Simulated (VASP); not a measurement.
Runs of VASP 6.6.1 on Y. The structure is that of space group Fm-3m (No. 225), or close to it. The cells are those of the table. 

| level | cell | k mesh | gap on the mesh (eV) | pressure (GPa) |
| --- | --- | --- | --- | --- |
| r2SCAN | a = 3.608 Å, angles 60.0°, 1 atom | 14 × 14 × 14 | none | 0.1 |
| r2SCAN | a = 3.574 Å, angles 60.0°, 1 atom | 14 × 14 × 14 | none | 1.2 |
| r2SCAN | a = 3.583 Å, angles 60.0°, 1 atom | 14 × 14 × 14 | none | (a) |
| PBE | a = 3.596 Å, angles 60.0°, 1 atom | 6 × 6 × 6 | none | -0.8 |
| PBE | a = 3.574 Å, angles 60.0°, 1 atom | 6 × 6 × 6 | none | (b) |

Alike in all rows: task single point; potentials or basis VASP PAW PBE potentials, release 64 (Y_sv); no spin polarisation; cutoff (eV) 520; smearing gaussian 0.05 eV.

Problem. Estimate the missing entries.

Solution. (a) 0.9; (b) -0.1.

Caveats: the PAW data sets were made with another functional, which shifts forces and pressure a little (some runs).

A k mesh can miss the band edges, and the runs leave out spin-orbit coupling on Y.

A gap of «none» marks levels without a gap at the run's occupations.
